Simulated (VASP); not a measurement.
# Li8H3F5 (P1) in VASP: a series of runs, part 2 of 2

VASP 6.6.1. The steps go on from the part before.

## 3. Relaxation of volume and atoms at fixed shape, PBEsol

This run uses another cell than the first one, of 7.98 Å³/atom.

INCAR reads:

```
  PREC = Accurate
  ENCUT = 880
  EDIFF = 1E-7
  ISMEAR = -1
  SIGMA = 0.05
  LREAL = Auto
  LASPH = True
  NELM = 120
  ALGO = Normal
  ISIF = 8
  LWAVE = False
  LCHARG = False
  GGA = PS
  IBRION = 2
  NSW = 100
  EDIFFG = -0.03
  ISYM = -1
  GGA_COMPAT = False
  NELMIN = 4
```

KPOINTS reads:

```
explicit points
1
Reciprocal
  0.25000000   0.25000000   0.25000000 1
```

POSCAR reads:

```
Li8H3F5
1.0
    7.9941910000      0.0000000000      0.0000000000
    0.0000000000      7.9941910000      0.0000000000
    0.0000000000      0.0000000000      7.9941910000
F H Li
20 12 32
Direct
    0.2467360000      0.9978660000      0.0001770000
    0.2515210000      0.5000390000      0.0026080000
    0.7514330000      0.9973550000      0.9986790000
    0.7500230000      0.5030820000      0.9990810000
    0.0010520000      0.2522960000      0.5006180000
    0.0025580000      0.7524110000      0.9994680000
    0.9991600000      0.7514020000      0.4962600000
    0.5014660000      0.2486330000      0.5016150000
    0.5011770000      0.7490300000      0.4991100000
    0.5009970000      0.0013460000      0.2528750000
    0.5043570000      0.4959240000      0.2484770000
    0.4951220000      0.5026660000      0.7494050000
    0.2479370000      0.2491140000      0.2499350000
    0.2523860000      0.2503430000      0.7501840000
    0.2501110000      0.7480030000      0.2503500000
    0.2477110000      0.7468840000      0.7511060000
    0.7483770000      0.2503910000      0.2503850000
    0.7489460000      0.2512100000      0.7482870000
    0.7469320000      0.7509960000      0.2514240000
    0.7520770000      0.7512710000      0.7489960000
    0.2537690000      0.9967400000      0.4983730000
    0.2518870000      0.5007220000      0.5021490000
    0.7484290000      0.0019600000      0.4967140000
    0.7550850000      0.5022310000      0.4995920000
    0.0010070000      0.2528400000      0.9992980000
    0.5047750000      0.2486310000      0.0008380000
    0.5040440000      0.7479620000      0.9978060000
    0.9967990000      0.9966850000      0.2506920000
    0.0001900000      0.0015610000      0.7512050000
    0.0005210000      0.5051740000      0.2522630000
    0.0002450000      0.4976080000      0.7485940000
    0.4966170000      0.9990950000      0.7518570000
    0.0010910000      0.9971230000      0.9993750000
    0.0006560000      0.9968250000      0.4958600000
    0.0021790000      0.5008710000      0.0017440000
    0.0010530000      0.4975760000      0.5022620000
    0.4955440000      0.0027580000      0.9994950000
    0.4981860000      0.9954470000      0.4978290000
    0.5016280000      0.4996700000      0.0024880000
    0.4976520000      0.5024240000      0.4967890000
    0.2508800000      0.2509540000      0.9985210000
    0.2498260000      0.2469280000      0.4995840000
    0.2525570000      0.7496090000      0.0012480000
    0.2515560000      0.7469730000      0.4972070000
    0.7535660000      0.2529030000      0.0002190000
    0.7489180000      0.2484180000      0.5006270000
    0.7496010000      0.7540960000      0.0020640000
    0.7471600000      0.7521250000      0.4985780000
    0.2461000000      0.0004450000      0.2514370000
    0.2490640000      0.0006630000      0.7442500000
    0.2499600000      0.4990900000      0.2527450000
    0.2504870000      0.4975960000      0.7534410000
    0.7441990000      0.0017070000      0.2493970000
    0.7486500000      0.9999390000      0.7471830000
    0.7518100000      0.4986680000      0.2479020000
    0.7462530000      0.4948390000      0.7482850000
    0.0039390000      0.2486120000      0.2461180000
    0.0007750000      0.2529680000      0.7481980000
    0.9993120000      0.7518160000      0.2440630000
    0.9981220000      0.7506100000      0.7457340000
    0.4973470000      0.2494280000      0.2486830000
    0.5006140000      0.2469960000      0.7503820000
    0.5062490000      0.7517340000      0.2486890000
    0.5024730000      0.7498270000      0.7564900000
```

Potentials or basis: VASP PAW PBE potentials, release 64 (F, H, Li_sv).

Started as:

```bash
cat potpaw_PBE.64/F/POTCAR potpaw_PBE.64/H/POTCAR potpaw_PBE.64/Li_sv/POTCAR > POTCAR
mpirun -np 1 vasp_std > vasp.out
```

Run time: 27 min. Hardware: 1 thread of Intel Xeon 6975P-C (Granite Rapids), shared host; peak memory 1.1 GiB.

Results (log left out):

```yaml
Free_energy: -269.3176 eV
Relaxed_volume: 8.07 Å³/atom
Relaxed_cell: a = 8.023 Å, b = 8.023 Å, c = 8.023 Å, α = 90.00°, β = 90.00°, γ = 90.00°
Space_group_after_relaxing_to_0.1_Å: Pm (No. 6)
Energy_gained_by_relaxing: 2.7 meV/atom
Ionic_steps: 9
Pressure_after_relaxing: 0.0 GPa
Largest_force_after_relaxing: 0.029 eV/Å
Band_gap_on_the_k_mesh: 5.93 eV
```

Forces on the atoms (eV/Å):
```
F    0.012  0.009  0.001
F   -0.012 -0.003  0.004
F   -0.002 -0.007  0.008
F    0.002 -0.003  0.001
F    0.001  0.002  0.003
F   -0.002 -0.011  0.010
F   -0.003  0.006  0.003
F    0.000  0.005  0.001
F    0.001  0.009 -0.006
F    0.005 -0.007  0.000
F   -0.003  0.008 -0.005
F    0.001  0.003 -0.014
F    0.000  0.005 -0.003
F   -0.001  0.004 -0.003
F    0.002  0.005  0.002
F    0.001  0.007 -0.007
F   -0.001 -0.007 -0.005
F    0.003  0.004  0.003
F   -0.001 -0.004  0.006
F    0.004 -0.006 -0.004
H    0.007  0.014  0.006
H    0.000  0.004  0.000
H    0.009 -0.003  0.006
H    0.000  0.006  0.000
H   -0.001 -0.001  0.003
H   -0.001 -0.005 -0.003
H    0.001  0.003 -0.002
H    0.005  0.005  0.010
H    0.006  0.002  0.009
H   -0.002 -0.009 -0.004
H   -0.002 -0.004  0.006
H    0.009  0.010 -0.003
Li  -0.003 -0.008 -0.016
Li   0.003 -0.003 -0.024
Li   0.008 -0.003  0.017
Li   0.003  0.003 -0.013
Li  -0.018  0.016  0.005
Li  -0.008 -0.016 -0.008
Li   0.002 -0.008  0.010
Li  -0.007  0.002  0.013
Li   0.009 -0.009  0.002
Li   0.004 -0.006 -0.002
Li   0.001  0.006  0.004
Li   0.005 -0.018 -0.008
Li  -0.028  0.004  0.009
Li   0.008 -0.001  0.007
Li  -0.014  0.003 -0.005
Li   0.007 -0.001  0.000
Li  -0.009  0.000  0.012
Li  -0.008 -0.018 -0.018
Li  -0.008  0.007  0.009
Li   0.001  0.010 -0.020
Li   0.001  0.010  0.005
Li   0.013 -0.006 -0.016
Li   0.002 -0.005  0.003
Li  -0.010 -0.005 -0.027
Li   0.005 -0.004 -0.007
Li  -0.009  0.000 -0.001
Li  -0.003  0.004  0.006
Li   0.004  0.004  0.017
Li  -0.014 -0.004  0.004
Li   0.010  0.008  0.003
Li   0.008  0.005  0.003
Li   0.004 -0.009  0.016
```

Stress tensor (GPa, compression positive):
```
 0.04 -0.02  0.01
-0.02  0.09  0.04
 0.01  0.04 -0.06
```

Step by step:
```
step  energy change (eV)  largest force (eV/Å)  pressure (GPa)  volume (Å³)
   1              0.0000                0.2707            0.58       510.89
   2             -0.0686                0.2048            0.31       513.02
   3             -0.1349                0.1390           -0.22       517.78
   4             -0.1552                0.1098           -0.12       517.19
   5             -0.1647                0.0700           -0.02       516.51
   6             -0.1649                0.0669           -0.02       516.42
   7             -0.1699                0.0492            0.04       516.18
   8             -0.1710                0.0469            0.07       516.00
   9             -0.1728                0.0294            0.02       516.42
```

Final structure:
```
CELL_PARAMETERS angstrom
8.02294 0.00000 0.00000
0.00000 8.02294 0.00000
0.00000 0.00000 8.02294
ATOMIC_POSITIONS crystal
F 0.24958 0.99963 0.99959
F 0.25107 0.49980 0.99966
F 0.75057 0.00028 0.99932
F 0.75016 0.50019 0.99956
F 0.00029 0.24952 0.49943
F 0.00036 0.75007 0.99919
F 0.00023 0.74985 0.49930
F 0.50005 0.24996 0.49938
F 0.50018 0.74904 0.49962
F 0.50001 0.99982 0.24946
F 0.50057 0.49965 0.24968
F 0.50042 0.49963 0.74995
F 0.25065 0.24950 0.24980
F 0.25040 0.24957 0.74956
F 0.25031 0.74958 0.24944
F 0.24982 0.74923 0.74975
F 0.75008 0.25003 0.24955
F 0.75000 0.24997 0.74930
F 0.75028 0.75027 0.24918
F 0.75060 0.74991 0.74960
H 0.24946 0.99917 0.50048
H 0.24897 0.49932 0.49982
H 0.74988 0.00012 0.50045
H 0.75163 0.49974 0.49963
H 0.00038 0.25030 0.99953
H 0.50037 0.24913 0.99893
H 0.50043 0.75074 0.99876
H 0.99994 0.00049 0.24987
H 0.99997 0.00062 0.74868
H 0.00034 0.49950 0.25001
H 0.00040 0.49909 0.74896
H 0.49962 0.99924 0.74955
Li 0.00014 0.99966 0.99997
Li 0.99999 0.99997 0.50018
Li 0.00000 0.50053 0.99974
Li 0.00007 0.49997 0.50000
Li 0.50023 0.99972 0.00020
Li 0.50008 0.00014 0.49951
Li 0.50016 0.50006 0.99978
Li 0.50012 0.49990 0.49982
Li 0.24957 0.24984 0.99973
Li 0.24960 0.24994 0.50000
Li 0.24941 0.75007 0.99960
Li 0.24961 0.75021 0.50013
Li 0.75111 0.24993 0.99947
Li 0.75031 0.24985 0.49991
Li 0.75138 0.75007 0.99943
Li 0.75041 0.75014 0.49998
Li 0.25094 0.00014 0.24830
Li 0.25020 0.00022 0.75089
Li 0.25117 0.49933 0.24828
Li 0.25101 0.49932 0.75146
Li 0.74904 0.00000 0.24740
Li 0.74953 0.00025 0.75121
Li 0.74942 0.49986 0.24883
Li 0.74958 0.49983 0.75137
Li 0.00000 0.25007 0.25161
Li 0.00030 0.24989 0.74738
Li 0.00012 0.74986 0.25041
Li 0.00021 0.74982 0.74801
Li 0.50029 0.25001 0.25058
Li 0.49989 0.25029 0.74822
Li 0.49996 0.74984 0.25061
Li 0.49998 0.74944 0.74834
```

Levels at points of the mesh, in eV from the valence-band top:
| k point | band 120 | band 121 | band 122 | band 123 | band 124 | band 125 | band 126 | band 127 | band 128 | band 129 |
| --- | --- | --- | --- | --- | --- | --- | --- | --- | --- | --- |
| (0.25, 0.25, 0.25) | -0.89 | -0.68 | -0.61 | -0.29 | 0.00 | 5.93 | 5.99 | 6.20 | 6.28 | 6.53 |

Caveat: the PAW data sets were made with another functional, which shifts forces and pressure a little; a shifted mesh leaves out Γ, where band edges can lie. A k mesh can miss the band edges.

## 4. Single point, HSE06

POSCAR reads:

```
Li8H3F5
1.0
    8.0179510000      0.0000000000      0.0000000000
    0.0000000000      8.0179510000      0.0000000000
    0.0000000000      0.0000000000      8.0179510000
F H Li
20 12 32
Direct
    0.2498810000      0.9997500000      0.9998570000
    0.2505520000      0.5000370000      0.9995570000
    0.7506170000      0.9996440000      0.9998660000
    0.7498270000      0.5001300000      0.9995490000
    0.0001980000      0.2496500000      0.4996560000
    0.0002410000      0.7498110000      0.9998750000
    0.0001590000      0.7501020000      0.4996480000
    0.5001550000      0.2502330000      0.4994970000
    0.5001000000      0.7494500000      0.4993550000
    0.5001430000      0.9998130000      0.2497800000
    0.5002300000      0.4998860000      0.2494180000
    0.5000910000      0.5000130000      0.7493920000
    0.2506890000      0.2498250000      0.2496220000
    0.2503650000      0.2499750000      0.7495970000
    0.2501720000      0.7498480000      0.2496280000
    0.2497720000      0.7496610000      0.7496480000
    0.7497010000      0.2497490000      0.2496160000
    0.7500300000      0.2500760000      0.7496530000
    0.7501290000      0.7499740000      0.2496870000
    0.7505940000      0.7497630000      0.7496600000
    0.2497450000      0.9999950000      0.5004870000
    0.2487580000      0.4996080000      0.4993400000
    0.7504150000      0.9999220000      0.5006870000
    0.7513110000      0.4997430000      0.4995610000
    0.0001840000      0.2499880000      0.9998080000
    0.5001680000      0.2490890000      0.9986760000
    0.5001900000      0.7509900000      0.9986960000
    0.0003290000      0.0006810000      0.2504700000
    0.0003060000      0.0005880000      0.7493410000
    0.0000110000      0.4989090000      0.2496600000
    0.0002050000      0.4989780000      0.7493170000
    0.5001300000      0.9997580000      0.7492830000
    0.0003560000      0.9983980000      0.9998010000
    0.0001180000      0.9996360000      0.4999060000
    0.0001980000      0.5012540000      0.9996780000
    0.9999990000      0.4997500000      0.4996390000
    0.5001260000      0.0000350000      0.0007730000
    0.5000490000      0.9998230000      0.4984700000
    0.5001950000      0.4999480000      0.9994720000
    0.5000400000      0.4998460000      0.4993080000
    0.2488640000      0.2496370000      0.9991520000
    0.2490180000      0.2495980000      0.4999150000
    0.2487600000      0.7502910000      0.9992120000
    0.2490620000      0.7500910000      0.4999600000
    0.7515810000      0.2496080000      0.9992200000
    0.7511630000      0.2494260000      0.5000100000
    0.7517440000      0.7502550000      0.9993470000
    0.7511340000      0.7500330000      0.4999390000
    0.2513170000      0.0002460000      0.2478670000
    0.2509640000      0.0003910000      0.7518710000
    0.2513890000      0.4995650000      0.2475060000
    0.2514870000      0.4994410000      0.7515870000
    0.7489420000      0.0003690000      0.2476960000
    0.7495310000      0.0003100000      0.7520150000
    0.7489770000      0.4992440000      0.2475810000
    0.7488270000      0.4993930000      0.7515920000
    0.0003570000      0.2500160000      0.2522880000
    0.0002140000      0.2499150000      0.7470030000
    0.0000320000      0.7496350000      0.2513970000
    0.0001180000      0.7498260000      0.7478540000
    0.5000540000      0.2501820000      0.2515020000
    0.5001910000      0.2504670000      0.7470790000
    0.5003610000      0.7497140000      0.2515700000
    0.5002860000      0.7491220000      0.7472120000
```

INCAR.step1 reads:

```
SYSTEM = Li8H3F5
  PREC = Accurate
  ENCUT = 650
  EDIFF = 1E-5
  ISMEAR = -1
  SIGMA = 0.05
  LREAL = Auto
  LASPH = .TRUE.
  NELM = 120
  ALGO = Normal
  ISIF = 2
  LWAVE = .TRUE.
  LCHARG = .FALSE.
  GGA = PE
  ISYM = -1
  NBANDS = 162
  GGA_COMPAT = .FALSE.
```

INCAR.step2 reads:

```
SYSTEM = Li8H3F5
  PREC = Accurate
  ENCUT = 650
  EDIFF = 1E-6
  ISMEAR = -1
  SIGMA = 0.05
  LREAL = Auto
  LASPH = .TRUE.
  NELM = 120
  ALGO = Normal
  ISIF = 2
  LWAVE = .FALSE.
  LCHARG = .FALSE.
  GGA = PE
  LHFCALC = .TRUE.
  HFSCREEN = 0.2079
  PRECFOCK = Fast
  ISTART = 1
  ISYM = -1
  NBANDS = 162
  GGA_COMPAT = .FALSE.
```

KPOINTS is that of step 3.

Started as:

```bash
cat potpaw_PBE.64/F/POTCAR potpaw_PBE.64/H/POTCAR potpaw_PBE.64/Li_sv/POTCAR > POTCAR
cp INCAR.step1 INCAR
mpirun -np 1 vasp_std > vasp.out
cp INCAR.step2 INCAR
mpirun -np 1 vasp_std > vasp.out
```

It took 9.8 min on 1 thread of Intel Xeon 6975P-C (Granite Rapids), shared host; peak memory 0.94 GiB.

Results (log left out):

| Item | Value |
| --- | --- |
| Free energy | -308.5162 eV |
| Pressure | -0.6 GPa |
| Largest force | 0.015 eV/Å |
| Band gap on the k mesh | 7.55 eV |

Forces in eV/Å, atoms in the order of the input:
```
F   -0.002  0.008 -0.004
F   -0.006 -0.005  0.000
F    0.004  0.009 -0.004
F    0.006 -0.008  0.003
F   -0.002  0.000  0.003
F   -0.002  0.001 -0.003
F   -0.003 -0.004  0.000
F   -0.002 -0.001  0.001
F    0.000  0.000  0.005
F    0.000  0.002  0.007
F    0.000  0.000  0.002
F    0.003 -0.002 -0.008
F   -0.003 -0.004  0.001
F   -0.003 -0.004 -0.010
F   -0.006  0.001 -0.001
F   -0.008  0.000 -0.013
F    0.006 -0.007 -0.003
F    0.007 -0.004 -0.010
F    0.015  0.000 -0.004
F    0.010 -0.003 -0.008
H   -0.005 -0.002  0.007
H   -0.006  0.002  0.006
H    0.006  0.002  0.004
H    0.010  0.002  0.000
H    0.000 -0.001 -0.002
H    0.002 -0.004 -0.001
H    0.002 -0.002 -0.004
H   -0.004 -0.001  0.006
H   -0.002  0.002 -0.001
H    0.001  0.004  0.011
H   -0.001  0.002 -0.005
H    0.001  0.002  0.000
Li  -0.003  0.000  0.000
Li   0.004  0.003  0.002
Li  -0.001  0.001  0.002
Li   0.003  0.003  0.000
Li   0.002 -0.006  0.008
Li  -0.001  0.001 -0.005
Li   0.001  0.002 -0.001
Li   0.001 -0.001  0.000
Li   0.007 -0.003  0.002
Li   0.003  0.002  0.003
Li   0.002 -0.001 -0.001
Li  -0.001  0.001  0.004
Li  -0.010 -0.001  0.001
Li  -0.004  0.003  0.001
Li  -0.005 -0.001 -0.001
Li   0.002  0.002  0.003
Li   0.004  0.000 -0.010
Li  -0.005 -0.002  0.003
Li   0.006 -0.002 -0.004
Li   0.000  0.000  0.005
Li  -0.005 -0.001 -0.009
Li  -0.001 -0.002  0.005
Li  -0.010  0.003 -0.004
Li  -0.002  0.003  0.006
Li  -0.003  0.000  0.003
Li  -0.001  0.000 -0.003
Li   0.003  0.003  0.002
Li   0.002  0.000  0.003
Li   0.002 -0.002  0.007
Li  -0.003  0.011  0.002
Li  -0.004  0.000  0.002
Li  -0.004 -0.005  0.002
```

Stress tensor (GPa, compression positive):
```
-0.61 -0.02  0.00
-0.02 -0.59  0.03
 0.00  0.03 -0.68
```

Levels at points of the mesh, in eV from the valence-band top:
| k point | band 121 | band 122 | band 123 | band 124 | band 125 | band 126 | band 127 | band 128 |
| --- | --- | --- | --- | --- | --- | --- | --- | --- |
| (0.25, 0.25, 0.25) | -0.75 | -0.66 | -0.31 | 0.00 | 7.55 | 7.61 | 7.80 | 7.87 |

Caveat: the PAW data sets were made with another functional, which shifts forces and pressure a little; a shifted mesh leaves out Γ, where band edges can lie.

## 5. Summary

| task | level | cell | cutoff (eV) | grid for exact exchange (PRECFOCK) | share of exact exchange | screening parameter | gap on the mesh (eV) | pressure (GPa) | largest force (eV/Å) |
| --- | --- | --- | --- | --- | --- | --- | --- | --- | --- |
| single point | PBEsol | a = 8.018 Å, 64 atoms, atomic positions A | 880 | - | - | - | 5.94 | 0.1 | 0.05 |
| relaxation of volume and atoms at fixed shape | PBEsol | relaxed from a = 7.994 Å, 64 atoms, atomic positions B | 880 | - | - | - | 5.93 | 0.0 | 0.03 |
| single point | HSE06 | a = 8.018 Å, 64 atoms, atomic positions A | 650 | Fast | 0.25 | 0.2079 1/Å | 7.55 | -0.6 | 0.02 |

Alike in all rows: potentials or basis VASP PAW PBE potentials, release 64 (F, H, Li_sv); no spin polarisation; k mesh 1 × 1 × 1, shifted; smearing fermi-dirac 0.05 eV.

Caveats: the PAW data sets were made with another functional, which shifts forces and pressure a little; a shifted mesh leaves out Γ, where band edges can lie.

Absolute energies hang on the potentials; compare differences alone.
